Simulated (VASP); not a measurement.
Runs of VASP 6.6.1 on MgO. The structure is that of space group P6_3/mmc (No. 194), or close to it. The cells are those of the table. 

```tsv
task	level	potentials or basis	cell	cutoff (eV)	gap on the mesh (eV)	pressure (GPa)	relaxed volume (Å³/atom)
single point	LDA	VASP PAW LDA potentials, release 64 (Mg, O)	a = 3.451, b = 3.451, c = 4.138 Å, angles 90.0, 90.0, 120.0°, 4 atoms	520	(a)	-1.7	-
single point	PBEsol	VASP PAW PBE potentials, release 64 (Mg, O)	a = 3.494, b = 3.494, c = 4.194 Å, angles 90.0, 90.0, 120.0°, 4 atoms	520	3.27	-0.4	-
relaxation of cell and atoms	PBEsol	VASP PAW PBE potentials, release 64 (Mg, O)	relaxed from a = 3.486, b = 3.486, c = 4.178 Å, angles 90.0, 90.0, 120.0°, 4 atoms	600	(b)	0.0	11.04
relaxation of cell and atoms	LDA	VASP PAW LDA potentials, release 64 (Mg, O)	relaxed from a = 3.486, b = 3.486, c = 4.178 Å, angles 90.0, 90.0, 120.0°, 4 atoms	600	3.56	-0.1	10.53
single point	BLYP+D3(BJ)	VASP PAW PBE potentials, release 64 (Mg, O)	a = 3.457, b = 3.457, c = 4.183 Å, angles 90.0, 90.0, 120.0°, 4 atoms	520	3.79	-0.2	-
relaxation of cell and atoms	BLYP+D3(BJ)	VASP PAW PBE potentials, release 64 (Mg, O)	relaxed from a = 3.486, b = 3.486, c = 4.178 Å, angles 90.0, 90.0, 120.0°, 4 atoms	600	3.80	0.0	10.80
```

Alike in all rows: no spin polarisation; k mesh 6 × 6 × 4; smearing gaussian 0.01 eV.

Estimate the missing entries.

(a) 3.49; (b) 3.29.

Caveats: the PAW data sets were made with another functional, which shifts forces and pressure a little (some runs).

